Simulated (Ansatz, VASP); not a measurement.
**HfC in VASP and in Ansatz**

File INCAR:

```
SYSTEM = HfC
PREC = Accurate
ENCUT = 600
EDIFF = 1E-6
ISMEAR = -1
SIGMA = 0.05
LREAL = .FALSE.
LASPH = .TRUE.
NELM = 80
ALGO = Normal
ISIF = 3
LWAVE = .FALSE.
LCHARG = .FALSE.
GGA = PE
IBRION = 2
NSW = 80
EDIFFG = -0.005
```

KPOINTS

```
Automatic mesh
0
G
  10 10 10
  0 0 0
```

File POSCAR:

```
HfC
1.0
    0.0000000000      2.3250000000      2.3250000000
    2.3250000000      0.0000000000      2.3250000000
    2.3250000000      2.3250000000      0.0000000000
Hf C
1 1
Direct
    0.5000000000      0.5000000000      0.5000000000
    0.0000000000      0.0000000000      0.0000000000
```

File input.yaml:

```yaml
crystal:
  lattice:
    - [0.0, 2.325, 2.325]
    - [2.325, 0.0, 2.325]
    - [2.325, 2.325, 0.0]
  atoms:
    - { symbol: Hf, position: [0.5, 0.5, 0.5] }
    - { symbol: C, position: [0.0, 0.0, 0.0] }
kpoints:
  mp_grid: { grid: [10, 10, 10] }
scf:
  occupations: { method: fermi_dirac, width: 0.05 }
hamiltonian:
  xc: pbe
  pseudopotentials: { kind: all_electron, lapw: { basis_error: 0.001 } }
output:
  forces: true
  stress: true
relax:
  f_tol: 0.005
  max_steps: 60
  cell: {}
```

Alike in both runs: task relaxation of cell and atoms; functional PBE; k mesh 10 × 10 × 10; occupations fermi-dirac, width 0.05 eV; no spin polarisation.

|  | VASP | Ansatz |
| --- | --- | --- |
| version | VASP 6.6.1 | Ansatz 0.2.0 |
| potentials or method | VASP PAW PBE potentials, release 64 (Hf_pv, C), cutoff 600 eV | all-electron LAPW, scalar-relativistic |

```tsv
	VASP	Ansatz	Ansatz less VASP
relaxed volume (Å³/atom)	12.54	12.58	+0.042
relaxed cell length with the largest relative difference (Å)	3.286	3.289	+0.0037
```

Ansatz ran all-electron here, and VASP with PAW potentials.

Spin-orbit coupling is off throughout.
